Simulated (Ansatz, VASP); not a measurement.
**HgTe: VASP beside Ansatz**

```
Hg Te
1.0
     2.84957   -2.85013    0.00000
     2.84957    2.85013    0.00000
     0.00000    0.00000    5.70824
Hg Te
2 2
Direct
  0.24982 0.75018 0.75000
  0.75018 0.24982 0.25000
  0.74987 0.25013 0.75000
  0.25013 0.74987 0.25000
```

Change from the starting cell: strain -0.050 along x and y, -0.050 along z, atoms carried along.

Alike in both runs: task single point; functional PBEsol; k mesh 12 × 12 × 8; occupations gaussian, width 0.15 eV; no spin polarisation.

|  | VASP | Ansatz |
| --- | --- | --- |
| version | VASP 6.6.1 | Ansatz 0.2.0 |
| potentials or method | VASP PAW PBE potentials, release 64 (Hg, Te), cutoff 520 eV | scalar-relativistic, plane waves, PAW |
| valence electrons in the cell | 36 | 72 |

```tsv
	VASP	Ansatz	Ansatz less VASP
gap on the k mesh at the Fermi level (eV)	none	none	-
pressure (GPa)	14.3	13.8	-0.46
traceless stress, the component that is largest in VASP (GPa)	-0.23	-0.22	+0.007
```

VASP's potentials were made for PBE, not for PBEsol. A gap of «none» marks a metal or a gap that the smearing closes. VASP's potentials hold 36 valence electrons a cell and Ansatz's 72, so a difference there can come from the potentials and not from the codes.

Neither program's run includes spin-orbit coupling.
